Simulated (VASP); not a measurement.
Write the native input for VASP 6.6.1 that does the following.

* Task: single point
* Functional: r2SCAN
* Potentials or basis: VASP PAW PBE potentials, release 64 (Al, Ga_d, N)
* Cutoff: 520 eV
* k mesh: 6 × 6 × 6
* Occupations: gaussian, width 0.05 eV
* Spin: no spin polarisation
* Dipole correction: no
* Further INCAR settings: ALGO = Normal; EDIFF = 1e-06; NBANDS = 31

Al3GaN4:

```
CELL_PARAMETERS angstrom
4.04914 0.00000 0.00000
0.00000 4.04914 0.00000
0.00000 0.00000 4.75334
ATOMIC_POSITIONS crystal
Al 0.50000 0.50000 0.00000
Al 0.50000 0.00000 0.50000
Al 0.00000 0.50000 0.50000
Ga 0.00000 0.00000 0.00000
N 0.74446 0.74446 0.25554
N 0.74446 0.25554 0.74446
N 0.25554 0.74446 0.74446
N 0.25554 0.25554 0.25554
```

This cell differs from its parent crystal: strain -0.080 along x and y, +0.080 along z.

The input as run:

POSCAR

```
Al3GaN4
1.0
    4.0491383092      0.0000000000      0.0000000000
    0.0000000000      4.0491383092      0.0000000000
    0.0000000000      0.0000000000      4.7533362760
Al Ga N
3 1 4
Direct
    0.5000000000      0.5000000000      0.0000000000
    0.5000000000      0.0000000000      0.5000000000
    0.0000000000      0.5000000000      0.5000000000
    0.0000000000      0.0000000000      0.0000000000
    0.7444581602      0.7444581602      0.2555418398
    0.7444581602      0.2555418398      0.7444581602
    0.2555418398      0.7444581602      0.7444581602
    0.2555418398      0.2555418398      0.2555418398
```

INCAR.step1

```
SYSTEM = Al3GaN4
ALGO = Normal
EDIFF = 1E-4
ENCUT = 520
GGA = PE
ISMEAR = 0
LASPH = .TRUE.
LCHARG = .FALSE.
LREAL = .FALSE.
LWAVE = .TRUE.
NBANDS = 31
NELM = 80
PREC = Accurate
SIGMA = 0.05
```

INCAR.step2

```
SYSTEM = Al3GaN4
ALGO = Normal
EDIFF = 1E-6
ENCUT = 520
ISIF = 2
ISMEAR = 0
ISTART = 1
LASPH = .TRUE.
LCHARG = .TRUE.
LELF = .TRUE.
LMIXTAU = .TRUE.
LREAL = .FALSE.
LVHAR = .TRUE.
LWAVE = .FALSE.
METAGGA = R2SCAN
NBANDS = 31
NELM = 80
PREC = Accurate
SIGMA = 0.05
```

KPOINTS

```
k-points
0
G
  6 6 6
  0 0 0
```

Potentials or basis: VASP PAW PBE potentials, release 64 (Al, Ga_d, N).

Launch:

```console
$ cat potpaw_PBE.64/Al/POTCAR potpaw_PBE.64/Ga_d/POTCAR potpaw_PBE.64/N/POTCAR > POTCAR
$ cp INCAR.step1 INCAR
$ mpirun -np 1 vasp_std > vasp.out
$ cp INCAR.step2 INCAR
$ mpirun -np 1 vasp_std > vasp.out
```

Results of the run:

| Item | Value |
| --- | --- |
| Pressure | 20.0 GPa |
| Largest force | 0.183 eV/Å |
| Band gap on the k mesh | 3.40 eV (least direct gap 3.53 eV) |

Caveat: the cell differs from its parent crystal (strain -0.080 along x and y, +0.080 along z); the stress differs along the axes, from -4 to 32 GPa; the PAW data sets were made with another functional, which shifts forces and pressure a little.

Wall time 4.9 min on 1 thread of Intel(R) Xeon(R) Platinum 8488C (Sapphire Rapids) (shared host), peak memory 0.23 GiB.
